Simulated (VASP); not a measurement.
## W2C: relaxation of shape and atoms at fixed volume with LDA

W2C:

```
W C
1.0
     3.07005    0.00000    0.00000
    -1.53502    2.65874    0.00000
     0.00000    0.00000    4.67843
W C
2 1
Direct
  0.33333 0.66667 0.74633
  0.66667 0.33333 0.25367
  0.00000 0.00000 0.00000
```

| Property | Result |
| --- | --- |
| Program | VASP 6.6.1 |
| Task | relaxation of shape and atoms at fixed volume |
| Functional | LDA |
| Potentials or basis | VASP PAW LDA potentials, release 64 (W_sv, C) |
| Cutoff | 600 eV |
| k mesh | 3 × 3 × 2 |
| Occupations | methfessel-paxton, width 0.015 eV |
| Spin | no spin polarisation |
| Dipole correction | no |
| Further INCAR settings | ALGO = Normal; EDIFF = 1e-07; IBRION = 2; EDIFFG = -0.02; NSW = 30; ISIF = 4 |

The energy gained by relaxing is 92.3 meV/atom. The ionic steps are 7, the pressure after relaxing is -8.2 GPa and the largest force after relaxing is 0.004 eV/Å. The band gap on the k mesh is zero (band 16 reaches 12.00 eV, above the bottom of band 17 at 10.16 eV).

Forces on the atoms (eV/Å):
```
W    0.000  0.000  0.004
W    0.000  0.000 -0.004
C    0.000  0.000  0.000
```

Stress tensor (GPa, compression positive):
```
-8.08  0.00  0.00
 0.00 -8.08  0.00
 0.00  0.00 -8.43
```

Step by step:
```
step  energy change (eV)  largest force (eV/Å)  pressure (GPa)  volume (Å³)
   1              0.0000                0.9340          -10.02        38.19
   2             -0.1838                0.9132           -7.86        38.19
   3             -0.2659                0.5878           -9.38        38.19
   4             -0.2665                0.6126           -9.47        38.19
   5             -0.2711                0.4616           -6.98        38.19
   6             -0.2769                0.0071           -8.16        38.19
   7             -0.2770                0.0036           -8.19        38.19
```

Final structure:
```cif
data_structure
_symmetry_space_group_name_H-M 'P 1'
_symmetry_Int_Tables_number 1
_cell_length_a 3.1532
_cell_length_b 3.1532
_cell_length_c 4.4351
_cell_angle_alpha 90.000
_cell_angle_beta 90.000
_cell_angle_gamma 120.000
_cell_volume 38.19
loop_
_atom_site_label
_atom_site_type_symbol
_atom_site_fract_x
_atom_site_fract_y
_atom_site_fract_z
_atom_site_occupancy
W1 W 0.33333 0.66667 0.75521 1
W2 W 0.66667 0.33333 0.24479 1
C1 C 0.00000 0.00000 0.00000 1
```

Levels at points of the mesh, in eV from the Fermi level:
```csv
k point,band 12,band 13,band 14,band 15,band 16,band 17,band 18,band 19,band 20
"(0.00, 0.00, 0.00)",-5.61,-2.99,-1.30,-1.30,-0.76,-0.76,-0.14,1.32,1.32
"(0.00, 0.00, 0.50)",-5.95,-2.27,-2.27,-2.16,-1.78,1.56,1.56,2.46,2.46
```

Run time: 41 s on 1 thread of Intel Xeon 6975P-C, on a shared host, peak memory 0.16 GiB.

Caveat: the k points lie up to 0.77 Å⁻¹ apart in the final cell; spin-orbit coupling is left out, which moves the levels of the heavy elements.
